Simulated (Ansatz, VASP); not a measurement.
## One calculation of BaTiO3, two programs

The input INCAR:

```
  ALGO = Normal
  EDIFF = 1E-6
  ENCUT = 520
  GGA = PE
  ISIF = 2
  ISMEAR = -1
  LASPH = T
  LCHARG = T
  LELF = T
  LREAL = F
  LVHAR = T
  LWAVE = F
  NBANDS = 28
  NELM = 60
  PREC = Accurate
  SIGMA = 0.02
```

The input KPOINTS:

```
k-points
0
Gamma
  6 6 6
```

POSCAR

```
BaTiO3
1.0
    4.1538603812      0.0000000000      0.0000000000
    0.0000000000      4.1538603812      0.0000000000
    0.0000000000      0.0000000000      3.8932554685
Ba Ti O
1 1 3
Direct
    0.0000000000      0.0000000000      0.0000000000
    0.5000000000      0.5000000000      0.5000000000
    0.5000000000      0.5000000000      0.0000000000
    0.5000000000      0.0000000000      0.5000000000
    0.0000000000      0.5000000000      0.5000000000
```

Input for Ansatz:

```yaml
crystal:
  lattice:
    - [4.1538603812, 0.0, 0.0]
    - [0.0, 4.1538603812, 0.0]
    - [0.0, 0.0, 3.8932554685]
  atoms:
    - { symbol: Ba, position: [0.0, 0.0, 0.0] }
    - { symbol: Ti, position: [0.5, 0.5, 0.5] }
    - { symbol: O, position: [0.5, 0.5, 0.0] }
    - { symbol: O, position: [0.5, 0.0, 0.5] }
    - { symbol: O, position: [0.0, 0.5, 0.5] }
kpoints:
  mp_grid: { grid: [6, 6, 6] }
  band_path:
    path: [[0.0, 0.0, 0.0], [0.0, 0.5, 0.0], [0.5, 0.5, 0.0], [0.5, 0.5, 0.5]]
    npoints: 1
hamiltonian:
  xc: pbe
scf:
  occupations: { method: fermi_dirac, width: 0.02 }
  n_extra_bands: 5
output:
  forces: true
  stress: true
  eigenvalues: true
```

Change from the starting cell: epitaxial_xy strain +4.0%.

Alike in both runs: task single point; functional PBE; k mesh 6 × 6 × 6; occupations fermi-dirac, width 0.02 eV; no spin polarisation.

```csv
,VASP,Ansatz
version,VASP 6.6.1,Ansatz 0.2.0
potentials or method,"VASP PAW PBE potentials, release 64 (Ba_sv, Ti_sv, O)","plane waves, PAW"
plane-wave cutoff (eV),520,420
valence electrons in the cell,40,40
```

|  | VASP | Ansatz | Ansatz less VASP |
| --- | --- | --- | --- |
| gap on the k mesh at the Fermi level (eV) | 1.53 | 1.58 | +0.057 |
| pressure (GPa) | -2.7 | -4.2 | -1.50 |
| traceless stress, the component that is largest in VASP (GPa) | 7.60 | 7.36 | -0.248 |

Neither program's run includes spin-orbit coupling.
